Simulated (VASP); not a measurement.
# Si (P6_3/mmc) in VASP: notebook, part 2 of 2

VASP 6.6.1. The steps go on from the part before.

## 5. Single point, r2SCAN

Contents of POSCAR:

```
Si
1.0
    3.8401543716      0.0000000000      0.0000000000
   -1.9200771858      3.3256712403      0.0000000000
    0.0000000000      0.0000000000     12.6238085319
Si
8
Direct
    0.0000000000      0.0000000000      0.0005505996
    0.3333333333      0.6666666667      0.2496671954
    0.0000000000      0.0000000000      0.5005505996
    0.6666666667      0.3333333333      0.7496671954
    0.0000000000      0.0000000000      0.1869494004
    0.3333333333      0.6666666667      0.4378328046
    0.0000000000      0.0000000000      0.6869494004
    0.6666666667      0.3333333333      0.9378328046
```

Contents of INCAR.step1:

```
PREC = Accurate ; ENCUT = 520
ISMEAR = 0 ; SIGMA = 0.01
LREAL = False ; LASPH = True
NELM = 80 ; NBANDS = 26
GGA = PE ; ALGO = Normal
EDIFF = 1E-4 ; LWAVE = True
LCHARG = False
```

Contents of INCAR.step2:

```
PREC = Accurate ; ENCUT = 520
EDIFF = 1E-7 ; ISMEAR = 0
SIGMA = 0.01 ; LREAL = False
LASPH = True ; NELM = 80
ALGO = Normal ; ISIF = 2
LWAVE = False ; LCHARG = False
METAGGA = R2SCAN ; LMIXTAU = True
NBANDS = 26 ; ISTART = 1
```

Contents of KPOINTS:

```
regular mesh
0
Gamma
  12 12 2
```

Potentials or basis: VASP PAW PBE potentials, release 64 (Si).

Run with:

```sh
> cat potpaw_PBE.64/Si/POTCAR > POTCAR
> cp INCAR.step1 INCAR
> mpirun -np 1 vasp_std > vasp.out
> cp INCAR.step2 INCAR
> mpirun -np 1 vasp_std > vasp.out
```

OUTCAR:

```text
PREC = Accurate
   ENCUT = 520
   EDIFF = 1E-7
   ISMEAR = 0
   LREAL = False
   LASPH = True
   NELM = 80
   ISIF = 2
   METAGGA = R2SCAN
   ISTART = 1

 ion  position               nearest neighbor table
   1  0.000  0.000  0.001-   5 2.35   8 2.35   8 2.35   8 2.35
   2  0.333  0.667  0.250-   5 2.35   5 2.35   5 2.35   6 2.38
   3  0.000  0.000  0.501-   7 2.35   6 2.35   6 2.35   6 2.35
   4  0.667  0.333  0.750-   7 2.35   7 2.35   7 2.35   8 2.38
   5  0.000  0.000  0.187-   1 2.35   2 2.35   2 2.35   2 2.35
   6  0.333  0.667  0.438-   3 2.35   3 2.35   3 2.35   2 2.38
   7  0.000  0.000  0.687-   3 2.35   4 2.35   4 2.35   4 2.35
   8  0.667  0.333  0.938-   1 2.35   1 2.35   1 2.35   4 2.38

  LATTYP: Found a hexagonal cell.
 ALAT       =     3.8401543716
 C/A-ratio  =     3.2873179853

  Lattice vectors:

 A1 = (   3.8401543716,   0.0000000000,   0.0000000000)
 A2 = (  -1.9200771858,   3.3256712403,   0.0000000000)
 A3 = (   0.0000000000,   0.0000000000,  12.6238085319)

Analysis of symmetry for initial positions (statically):
=====================================================================
 Subroutine PRICEL returns:
 Original cell was already a primitive cell.

 Routine SETGRP: Setting up the symmetry group for a
 hexagonal supercell.

 Subroutine GETGRP returns: Found 24 space group operations
 (whereof  6 operations were pure point group operations)
 out of a pool of 24 trial point group operations.

The static configuration has the point symmetry C_3v.
 The point group associated with its full space group is D_6h.

Analysis of symmetry for dynamics (positions and initial velocities):
=====================================================================
 Subroutine PRICEL returns:
 Original cell was already a primitive cell.

 Routine SETGRP: Setting up the symmetry group for a
[... 136 lines left out ...]
   IALGO  =     38    algorithm
   IMIX   =      4    mixing-type and parameters
     AMIX     =   0.40;   BMIX     =  1.00
     AMIX_MAG =   1.60;   BMIX_MAG =  1.00
  volume/ion in A,a.u.               =      20.15       136.00
  Fermi-wavevector in a.u.,A,eV,Ry     =   0.954960  1.804613 12.407824  0.911949
  Thomas-Fermi vector in A             =   2.083755
   LORBIT       =      0    0 simple, 1 ext, 2 COOP (PROOUT), +10 PAW based schemes
   METAGGA = R2SCAN    functional components
   LHFCALC =     F    Hartree Fock is set to
   AEXX    =    0.0000 exact exchange contribution
   IVDW    =     0    specifies the selected vdW correction
   LEPSILON=     F    determine dielectric tensor
   LRPA    =     F    only Hartree local field effects (RPA)
 non-spin polarized calculation
 Gauss-broadening in eV      SIGMA  =   0.01
  energy-cutoff  :      520.00
  volume of cell :      161.22
 maximum number of plane-waves:      4395
 NGX is ok and might be reduce to    30
   NGX = 15   NGY = 15   NGZ = 47

 number of electron      32.0000001 magnetization

 Free energy of the ion-electron system (eV)
  ---------------------------------------------------
  ext. energy  EPLUGINS =         0.00000000
  ---------------------------------------------------
  free energy    TOTEN  =       -70.16590980 eV

  energy without entropy =      -70.16590980  energy(sigma->0) =      -70.16590980

 E-fermi :   5.8740     XC(G=0):  -9.8281

 val. band max:        5.7924371433   @ k =   0.0000   0.0000   0.0000
 cond. band min:       6.5736525522   @ k =   0.5000   0.0000   0.0000
 fundamental gap:      0.7812154088
 Fermi energy:         5.8740196962

 k-point     1 :       0.0000    0.0000    0.0000
  band No.  band energies     occupation
      1      -6.8178      2.00000
      2      -5.9947      2.00000
      3      -5.9771      2.00000
      4      -4.4040      2.00000
      5      -1.5728      2.00000
      6       1.5619      2.00000
[... 685 lines left out ...]
     25      10.1808      0.00000
     26      10.1808      0.00000

 [... further k-points ...]
[... 5 lines left out ...]
  --------------------------------------------------------------------------------------
  -------------------------------------------------------------------------------------
  Total       -0.2281238     -0.2281238     -0.2510863      0.0000000     -0.0000000     -0.0000000
  in kB       -2.2670591     -2.2670591     -2.4952561      0.0000000     -0.0000000     -0.0000000
  external PRESSURE =      -2.3431248 kB  Pullay stress =       0.0000000 kB

 VOLUME and BASIS-vectors are now :
 -----------------------------------------------------------------------------
  energy-cutoff  :      520.00
  volume of cell :      161.22
      direct lattice vectors                 reciprocal lattice vectors
     3.840154372  0.000000000  0.000000000     0.260406198  0.150345589  0.000000000
    -1.920077186  3.325671240  0.000000000     0.000000000  0.300691177  0.000000000
     0.000000000  0.000000000 12.623808532     0.000000000  0.000000000  0.079215397

 POSITION                                       TOTAL-FORCE (eV/Angst)
 -----------------------------------------------------------------------------------
      0.00000      0.00000      0.00695         0.000000     -0.000000      0.000741
     -0.00000      2.21711      3.15175        -0.000000      0.000000      0.001946
      0.00000      0.00000      6.31885        -0.000000     -0.000000      0.000741
      1.92008      1.10856      9.46366         0.000000     -0.000000      0.001946
      0.00000      0.00000      2.36001        -0.000000      0.000000     -0.000741
     -0.00000      2.21711      5.52712        -0.000000      0.000000     -0.001946
      0.00000      0.00000      8.67192        -0.000000      0.000000     -0.000741
      1.92008      1.10856     11.83902         0.000000     -0.000000     -0.001946
 -----------------------------------------------------------------------------------
    total drift:                               -0.000000      0.000000     -0.000000

  FREE ENERGIE OF THE ION-ELECTRON SYSTEM (eV)
  ---------------------------------------------------
  free  energy   TOTEN  =       -70.1659098028 eV

  energy  without entropy=      -70.1659098028  energy(sigma->0) =      -70.16590980
```

OUTCAR.step1:

```text
PREC = Accurate
   ENCUT = 520
   ISMEAR = 0
   LREAL = False
   LASPH = True
[... 943 lines left out ...]
      0.00000      0.00000      2.36001        -0.000000      0.000000      0.006437
     -0.00000      2.21711      5.52712         0.000000     -0.000000     -0.006197
      0.00000      0.00000      8.67192         0.000000     -0.000000      0.006437
      1.92008      1.10856     11.83902         0.000000      0.000000     -0.006197
 -----------------------------------------------------------------------------------
    total drift:                               -0.000000      0.000000     -0.000000

  FREE ENERGIE OF THE ION-ELECTRON SYSTEM (eV)
  ---------------------------------------------------
  free  energy   TOTEN  =       -43.3631433789 eV

  energy  without entropy=      -43.3631433789  energy(sigma->0) =      -43.36314338
```

OSZICAR.step1:

```text
N       E                     dE             d eps       ncg     rms          rms(c)
DAV:   1     0.653985807287E+02    0.65399E+02   -0.11906E+04  1976   0.997E+02
DAV:   2    -0.389041801517E+02   -0.10430E+03   -0.96999E+02  2564   0.147E+02
DAV:   3    -0.439809427187E+02   -0.50768E+01   -0.50019E+01  2640   0.298E+01
DAV:   4    -0.440670874845E+02   -0.86145E-01   -0.85892E-01  2518   0.484E+00
DAV:   5    -0.440690362175E+02   -0.19487E-02   -0.19477E-02  2538   0.680E-01    0.968E+00
DAV:   6    -0.435810096978E+02    0.48803E+00   -0.22938E-01  2308   0.184E+00    0.591E+00
DAV:   7    -0.433586645514E+02    0.22235E+00   -0.50276E-01  2224   0.283E+00    0.349E-01
DAV:   8    -0.433617612501E+02   -0.30967E-02   -0.32006E-02  2370   0.762E-01    0.146E-01
DAV:   9    -0.433628353511E+02   -0.10741E-02   -0.14434E-03  2478   0.190E-01    0.105E-01
DAV:  10    -0.433630965405E+02   -0.26119E-03   -0.23984E-04  2034   0.682E-02    0.257E-02
DAV:  11    -0.433631433789E+02   -0.46838E-04   -0.65847E-05  1506   0.412E-02
   1 F= -.43363143E+02 E0= -.43363143E+02  d E =-.137559E-22
```

It took 5.1 min on 1 thread of Intel Xeon 6975P-C (Granite Rapids), shared host; peak memory 0.36 GiB.

Results:

* Free energy: -70.1659 eV
* Pressure: -0.2 GPa
* Band gap on the k mesh: 0.78 eV (least direct gap 1.62 eV)

Caveat: the PAW data sets were made with another functional, which shifts forces and pressure a little. A k mesh can miss the band edges.

## 6. Overview

```csv
level,cell,smearing,gap on the mesh (eV),pressure (GPa)
PBE,"a = 3.840, b = 3.840, c = 12.624 Å, angles 90.0, 90.0, 120.0°, 8 atoms",fermi-dirac 0.02 eV,0.58,1.2
PBE,"a = 3.859, b = 3.859, c = 12.676 Å, angles 90.0, 90.0, 120.0°, 8 atoms",fermi-dirac 0.02 eV,0.60,-0.1
r2SCAN,"a = 3.840, b = 3.840, c = 12.624 Å, angles 90.0, 90.0, 120.0°, 8 atoms",fermi-dirac 0.02 eV,0.78,-0.2
r2SCAN,"a = 3.840, b = 3.840, c = 12.624 Å, angles 90.0, 90.0, 120.0°, 8 atoms",gaussian 0.01 eV,0.78,-0.2
```

Alike in all rows: task single point; potentials or basis VASP PAW PBE potentials, release 64 (Si); no spin polarisation; k mesh 12 × 12 × 2; cutoff (eV) 520.

On the cell as given the gap runs from 0.58 eV (PBE) to 0.78 eV (r2SCAN). The pressure there spans -0.2 GPa (r2SCAN) to 1.2 GPa (PBE); a positive pressure means that this level wants a larger cell, a negative one a smaller.

Caveats: the PAW data sets were made with another functional, which shifts forces and pressure a little (at least some runs).

Absolute energies hang on the potentials; compare differences alone.
